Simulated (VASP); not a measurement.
# BiP (P6_3mc) in VASP: single point with PBE

Aim: the single point of BiP with PBE.

Program: VASP 6.6.1. These are calculated values, not measurements. Logs are shortened: lines on timing, memory, paths and dates and some standing lists are left out, and cuts for length are marked.

## (1) The cell of the first run

Symmetry: P6_3mc, No. 186, hexagonal system. Conventional cell: a = 4.905 Å, b = 4.905 Å, c = 6.174 Å, α = 90.00°, β = 90.00°, γ = 120.00°. Within 3.6 Å of Bi (site symmetry 3m) lie 5 P at 2.71 to 3.47 Å. P (site symmetry 3m) has 5 Bi at 2.71 to 3.47 Å within 3.6 Å.

## (2) Single point, PBE

Contents of POSCAR:

```
BiP
1.0
    4.9048130777      0.0000000000      0.0000000000
   -2.4524065388      4.2476927261      0.0000000000
    0.0000000000      0.0000000000      6.1737119889
Bi P
2 2
Direct
    0.6666666667      0.3333333333      0.0317686379
    0.3333333333      0.6666666667      0.5317686379
    0.6666666667      0.3333333333      0.5934313621
    0.3333333333      0.6666666667      0.0934313621
```

Contents of INCAR.step1:

```
SYSTEM = BiP
PREC     = Accurate       ! precision mode
ENCUT    = 520            ! plane-wave cutoff, eV
EDIFF    = 1E-6           ! SCF threshold, eV
ISMEAR   = 0              ! smearing method
SIGMA    = 0.05           ! smearing width, eV
LREAL    = .False.        ! projectors in reciprocal space
LASPH    = .True.         ! aspherical terms in the spheres
NELM     = 80             ! most SCF steps
ALGO     = Normal         ! electronic algorithm
ISIF     = 2              ! what is computed and relaxed
LWAVE    = .False.        ! write WAVECAR
LCHARG   = .True.         ! write CHGCAR
GGA      = PE             ! functional
NBANDS   = 28             ! bands
```

Contents of KPOINTS.step1:

```
regular mesh
0
Gamma
  8 8 6
  0 0 0
```

Contents of INCAR.step2:

```
SYSTEM = BiP
PREC     = Accurate       ! precision mode
ENCUT    = 520            ! plane-wave cutoff, eV
EDIFF    = 1E-6           ! SCF threshold, eV
ISMEAR   = -5             ! smearing method
SIGMA    = 0.05           ! smearing width, eV
LREAL    = .False.        ! projectors in reciprocal space
LASPH    = .True.         ! aspherical terms in the spheres
NELM     = 80             ! most SCF steps
ALGO     = Normal         ! electronic algorithm
ISIF     = 2              ! what is computed and relaxed
LWAVE    = .False.        ! write WAVECAR
LCHARG   = .False.        ! write CHGCAR
GGA      = PE             ! functional
LORBIT   = 10             ! projections on sites
NBANDS   = 28             ! bands
NEDOS    = 1001           ! points of the DOS
ICHARG   = 11             ! starting density
```

Contents of KPOINTS.step2:

```
regular mesh
0
Gamma
  12 12 9
  0 0 0
```

Potentials or basis: VASP PAW PBE potentials, release 64 (Bi_d, P).

Started as:

```sh
$ cat potpaw_PBE.64/Bi_d/POTCAR potpaw_PBE.64/P/POTCAR > POTCAR
$ cp INCAR.step1 INCAR
$ cp KPOINTS.step1 KPOINTS
$ mpirun -np 1 vasp_std > vasp.out
$ cp INCAR.step2 INCAR
$ cp KPOINTS.step2 KPOINTS
$ mpirun -np 1 vasp_std > vasp.out
```

OUTCAR:

```text
SYSTEM = BiP
   PREC = Accurate
   ENCUT = 520
   EDIFF = 1E-6
   ISMEAR = -5
   LREAL = .False.
   LASPH = .True.
   NELM = 80
   ISIF = 2
   GGA = PE
   LORBIT = 10
   ICHARG = 11

 ion  position               nearest neighbor table
   1  0.667  0.333  0.032-   3 2.71   4 2.86   4 2.86   4 2.86
   2  0.333  0.667  0.532-   4 2.71   3 2.86   3 2.86   3 2.86
   3  0.667  0.333  0.593-   1 2.71   2 2.86   2 2.86   2 2.86
   4  0.333  0.667  0.093-   2 2.71   1 2.86   1 2.86   1 2.86

  LATTYP: Found a hexagonal cell.
 ALAT       =     4.9048130777
 C/A-ratio  =     1.2587048459

  Lattice vectors:

 A1 = (   4.9048130777,   0.0000000000,   0.0000000000)
 A2 = (  -2.4524065388,   4.2476927261,   0.0000000000)
 A3 = (   0.0000000000,   0.0000000000,   6.1737119889)

Analysis of symmetry for initial positions (statically):
=====================================================================
 Subroutine PRICEL returns:
 Original cell was already a primitive cell.

 Routine SETGRP: Setting up the symmetry group for a
 hexagonal supercell.

 Subroutine GETGRP returns: Found 12 space group operations
 (whereof  6 operations were pure point group operations)
 out of a pool of 24 trial point group operations.

The static configuration has the point symmetry C_3v.
 The point group associated with its full space group is C_6v.

Analysis of symmetry for dynamics (positions and initial velocities):
=====================================================================
 Subroutine PRICEL returns:
 Original cell was already a primitive cell.

 Routine SETGRP: Setting up the symmetry group for a
 hexagonal supercell.

 Subroutine GETGRP returns: Found 12 space group operations
 (whereof  6 operations were pure point group operations)
 out of a pool of 24 trial point group operations.

The dynamic configuration has the point symmetry C_3v.
 The point group associated with its full space group is C_6v.

 Subroutine INISYM returns: Found 12 space group operations
 (whereof  6 operations are pure point group operations),
 and found     1 'primitive' translations

----------------------------------------------------------------------------------------

                                     Primitive cell

  volume of cell :     128.6240

[... 100 lines left out ...]
   ISIF   =      2    stress and relaxation
   ISYM   =      2    0-nonsym 1-usesym 2-fastsym
   POTIM  = 0.5000    time-step for ionic-motion
   TEBEG  =    0.0;   TEEND  =   0.0 temperature during run
   PSTRESS=    0.0 pullay stress
   NELECT =      40.0000    total number of electrons
   NUPDOWN=      -1.0000    fix difference up-down
   EMIN   =  10.00;   EMAX   =-10.00  energy-range for DOS
   EFERMI =   0.00;   METHOD = LEGACY
   ISMEAR =    -5;   SIGMA  =   0.05  broadening in eV -4-tet -1-fermi 0-gaus
   EFERMI_NEDOS =   21; number of points for ismear=-14 and -15
   IALGO  =     38    algorithm
   IMIX   =      4    mixing-type and parameters
     AMIX     =   0.40;   BMIX     =  1.00
     AMIX_MAG =   1.60;   BMIX_MAG =  1.00
  volume/ion in A,a.u.               =      32.16       217.00
  Fermi-wavevector in a.u.,A,eV,Ry     =   1.109143  2.095976 16.737861  1.230198
  Thomas-Fermi vector in A             =   2.245679
   LORBIT       =     10    0 simple, 1 ext, 2 COOP (PROOUT), +10 PAW based schemes
   GGA     = PE    functional components
   LHFCALC =     F    Hartree Fock is set to
   AEXX    =    0.0000 exact exchange contribution
   IVDW    =     0    specifies the selected vdW correction
   LEPSILON=     F    determine dielectric tensor
   LRPA    =     F    only Hartree local field effects (RPA)
 non-spin polarized calculation
 Fermi weights with tetrahedron method with Bloechl corrections
  energy-cutoff  :      520.00
  volume of cell :      128.62
 maximum number of plane-waves:      3486

 number of electron      40.0000000 magnetization

 Free energy of the ion-electron system (eV)
  ---------------------------------------------------
  ext. energy  EPLUGINS =         0.00000000
  ---------------------------------------------------
  free energy    TOTEN  =       -17.74696507 eV

  energy without entropy =      -17.74696507  energy(sigma->0) =      -17.74696507

 E-fermi :   4.9630     XC(G=0):  -8.6945

 val. band max:        4.9456773209   @ k =   0.3333   0.2500   0.0000
 cond. band min:       5.1404972612   @ k =   0.0833   0.0833   0.0000
 fundamental gap:      0.1948199403
 Fermi energy:         4.9629719399

 k-point     1 :       0.0000    0.0000    0.0000
  band No.  band energies     occupation
      1     -18.2935      2.00000
      2     -18.2858      2.00000
      3     -18.2858      2.00000
      4     -18.2852      2.00000
      5     -18.2852      2.00000
      6     -18.2734      2.00000
[... 733 lines left out ...]
     27       9.8919      0.00000
     28       9.9679      0.00000

 [... further k-points ...]

------------------------ aborting loop because EDIFF is reached ----------------------------------------

  FORCE on cell =-STRESS in cart. coord.  units (eV):
  Direction    XX          YY          ZZ          XY          YZ          ZX
  --------------------------------------------------------------------------------------
  -------------------------------------------------------------------------------------
  Total       -0.0326276     -0.0326276     -0.0045238     -0.0000000      0.0000000      0.0000000
  in kB       -0.4064183     -0.4064183     -0.0563502     -0.0000000      0.0000000      0.0000000
  external PRESSURE =      -0.2897289 kB  Pullay stress =       0.0000000 kB

 VOLUME and BASIS-vectors are now :
 -----------------------------------------------------------------------------
  energy-cutoff  :      520.00
  volume of cell :      128.62
      direct lattice vectors                 reciprocal lattice vectors
     4.904813078  0.000000000  0.000000000     0.203881368  0.117710963  0.000000000
    -2.452406539  4.247692726  0.000000000     0.000000000  0.235421925  0.000000000
     0.000000000  0.000000000  6.173711989     0.000000000  0.000000000  0.161977106

 POSITION                                       TOTAL-FORCE (eV/Angst)
 -----------------------------------------------------------------------------------
      2.45241      1.41590      0.19613         0.000000     -0.000000     -0.001907
     -0.00000      2.83180      3.28299        -0.000000      0.000000     -0.001907
      2.45241      1.41590      3.66367        -0.000000      0.000000      0.001907
     -0.00000      2.83180      0.57682        -0.000000      0.000000      0.001907
 -----------------------------------------------------------------------------------
    total drift:                                0.000000     -0.000000      0.000474

  FREE ENERGIE OF THE ION-ELECTRON SYSTEM (eV)
  ---------------------------------------------------
  free  energy   TOTEN  =       -17.7469650689 eV

  energy  without entropy=      -17.7469650689  energy(sigma->0) =      -17.74696507

 total charge

# of ion       s       p       d       tot
------------------------------------------
    1        1.582   1.193   9.935  12.710
    2        1.582   1.193   9.935  12.710
    3        1.099   1.347   0.000   2.447
    4        1.099   1.347   0.000   2.447
--------------------------------------------------
tot          5.363   5.081  19.870  30.314
```

OSZICAR.step1:

```text
N       E                     dE             d eps       ncg     rms          rms(c)
DAV:   1     0.382491127923E+03    0.38249E+03   -0.19714E+04  2240   0.148E+03
DAV:   2     0.222462105020E+02   -0.36024E+03   -0.35087E+03  2292   0.392E+02
DAV:   3    -0.168535979071E+02   -0.39100E+02   -0.38273E+02  2756   0.144E+02
DAV:   4    -0.184338865365E+02   -0.15803E+01   -0.15757E+01  2588   0.305E+01
DAV:   5    -0.185051735181E+02   -0.71287E-01   -0.71280E-01  3088   0.637E+00    0.494E+00
DAV:   6    -0.177280281010E+02    0.77715E+00   -0.28262E+00  2792   0.682E+00    0.248E+00
DAV:   7    -0.177489239457E+02   -0.20896E-01   -0.37730E-01  2452   0.226E+00    0.185E+00
DAV:   8    -0.177510273599E+02   -0.21034E-02   -0.81058E-02  2840   0.186E+00    0.326E-01
DAV:   9    -0.177462137487E+02    0.48136E-02   -0.23418E-02  2784   0.861E-01    0.152E-01
DAV:  10    -0.177467591834E+02   -0.54543E-03   -0.26384E-03  2768   0.236E-01    0.516E-02
DAV:  11    -0.177470715790E+02   -0.31240E-03   -0.55110E-04  2384   0.110E-01    0.238E-02
DAV:  12    -0.177470755489E+02   -0.39699E-05   -0.95275E-05  2672   0.462E-02    0.642E-03
DAV:  13    -0.177470854786E+02   -0.99297E-05   -0.25062E-05  2048   0.248E-02    0.594E-03
DAV:  14    -0.177470855263E+02   -0.47690E-07   -0.85499E-07  1932   0.770E-03
   1 F= -.17747086E+02 E0= -.17747071E+02  d E =-.287602E-04
```

It took 3.6 min on 1 thread of AMD EPYC 7R13 (Zen 3), shared host; peak memory 0.39 GiB.

Results:

```yaml
Valence_electrons_inside_the_program's_atomic_spheres: Bi 12.71; P 2.45
```

Levels at points of the mesh, in eV from the valence-band top:
```csv
k point,band 17,band 18,band 19,band 20,band 21,band 22,band 23,band 24
"(0.00, 0.00, 0.00)",-3.57,-1.89,-1.84,-1.84,0.20,0.20,2.30,2.30
"(0.50, 0.00, 0.00)",-3.44,-2.54,-2.42,-0.74,1.89,2.33,3.28,3.66
```

Caveat: spin-orbit coupling is left out, which moves the levels of the heavy elements.
